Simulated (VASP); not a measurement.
A run of VASP 6.6.1 is set up as follows.

File INCAR:

```
ALGO = Normal
EDIFF = 1E-7
ENCUT = 520
GGA = CA
ISIF = 2
ISMEAR = -1
LASPH = T
LCHARG = F
LREAL = F
LWAVE = F
NBANDS = 18
NELM = 100
PREC = Accurate
SIGMA = 0.08
```

Contents of KPOINTS:

```
k-points
0
Gamma
  12 12 7
```

Contents of POSCAR:

```
Y
1.0
    3.6269917924      0.0000000000      0.0000000000
   -1.8134958961      3.1410670315      0.0000000000
    0.0000000000      0.0000000000      5.7088256834
Y
2
Direct
    0.3333333333      0.6666666667      0.2500000000
    0.6666666667      0.3333333333      0.7500000000
```

Potentials or basis: VASP PAW LDA potentials, release 64 (Y_sv).

Launch:

```console
$ cat potpaw_LDA.64/Y_sv/POTCAR > POTCAR
$ mpirun -np 1 vasp_std > vasp.out
```

(1) What does it give for the pressure?

(2) Predict the band gap on the k mesh.

Answers

(1) -3.3 GPa.

(2) zero (band 11 reaches 3.85 eV, above the bottom of band 12 at 2.47 eV).
